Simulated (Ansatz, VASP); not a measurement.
**Sr in VASP and in Ansatz**

```
CELL_PARAMETERS angstrom
0.00000 3.04235 3.04235
3.04235 0.00000 3.04235
3.04235 3.04235 0.00000
ATOMIC_POSITIONS crystal
Sr 0.00000 0.00000 0.00000
```

Alike in both runs: functional PBE-based screened hybrid with a share of 0.25 of exact exchange and HFSCREEN = 0.3; k mesh 6 × 6 × 6; occupations methfessel-paxton of order 1, width 0.01 eV; no spin polarisation.

|  | VASP | Ansatz |
| --- | --- | --- |
| version | VASP 6.6.1 | Ansatz 0.2.0 |
| potentials or method | VASP PAW PBE potentials, release 64 (Sr_sv) | PseudoDojo standard (PBE files) |
| plane-wave cutoff (eV) | 520 | 925 |
| valence electrons in the cell | 10 | 10 |
| task | single point | density of states |

|  | VASP | Ansatz | Ansatz less VASP |
| --- | --- | --- | --- |
| gap on the k mesh at the Fermi level (eV) | none | none | - |
| pressure (GPa) | 0.0 | 0.0 | +0.04 |

VASP's potentials were made for PBE, not for PBE-based screened hybrid. A gap of «none» marks a metal or a gap that the smearing closes.
